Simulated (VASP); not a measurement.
A run of VASP 6.6.1 is set up as follows.

Contents of INCAR:

```
PREC = Accurate ; ENCUT = 520
EDIFF = 1E-7 ; ISMEAR = 0
SIGMA = 0.05 ; LREAL = False
LASPH = True ; NELM = 60
ALGO = Normal ; ISIF = 2
LWAVE = False ; LCHARG = False
GGA = PE ; NBANDS = 15
```

The input KPOINTS:

```
regular mesh
0
Gamma
  12 12 12
```

Contents of POSCAR:

```
ZrC
1.0
    3.2695327460      0.0000000000      0.0000000000
   -1.6347663730      2.8314984165      0.0000000000
    0.0000000000      0.0000000000      2.9397343753
Zr C
1 1
Direct
    0.0000000000      0.0000000000      0.0000000000
    0.6666666667      0.3333333333      0.5000000000
```

Potentials or basis: VASP PAW PBE potentials, release 64 (Zr_sv, C).

Run with:

```console
$ cat potpaw_PBE.64/Zr_sv/POTCAR potpaw_PBE.64/C/POTCAR > POTCAR
$ mpirun -np 1 vasp_std > vasp.out
```

What does it give for the band gap on the k mesh?

Zero (bands 8 and 9 overlap by 0.40 eV).

What does it give for the pressure?

0.2 GPa.
